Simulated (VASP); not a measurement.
A run of VASP 6.6.1 is set up as follows.

The input INCAR:

```
SYSTEM = Pd
  ALGO = Normal
  EDIFF = 1E-7
  ENCUT = 520
  GGA = RP
  ISIF = 2
  ISMEAR = -1
  ISPIN = 2
  LASPH = .TRUE.
  LCHARG = .TRUE.
  LELF = .TRUE.
  LMAXMIX = 4
  LORBIT = 11
  LREAL = .FALSE.
  LVHAR = .TRUE.
  LWAVE = .FALSE.
  MAGMOM = -0.359 -0.359
  NBANDS = 21
  NELM = 150
  PREC = Accurate
  SIGMA = 0.05
```

The input KPOINTS:

```
k-points
0
G
  15 15 8
  0 0 0
```

POSCAR

```
Pd
1.0
    2.7178187332      0.0000000000      0.0000000000
   -1.3589093666      2.3537000658      0.0000000000
    0.0000000000      0.0000000000      4.5623848045
Pd
2
Direct
    0.3333333333      0.6666666667      0.2500000000
    0.6666666667      0.3333333333      0.7500000000
```

Potentials or basis: VASP PAW PBE potentials, release 64 (Pd).

Command:

```sh
$ cat potpaw_PBE.64/Pd/POTCAR > POTCAR
$ mpirun -np 1 vasp_std > vasp.out
```

Problem. Estimate the net moment.

Solution. -0.54 μB per cell.

Problem. What does it give for the site moments?

Solution. Pd -0.27 μB.

Problem. What does it give for the pressure?

Solution. 15.0 GPa.

Stress tensor (GPa, compression positive):
```
15.58  0.00  0.00
 0.00 15.58  0.00
 0.00  0.00 13.91
```

Caveat: the cell stands under pressure; the PAW data sets were made with another functional, which shifts forces and pressure a little.
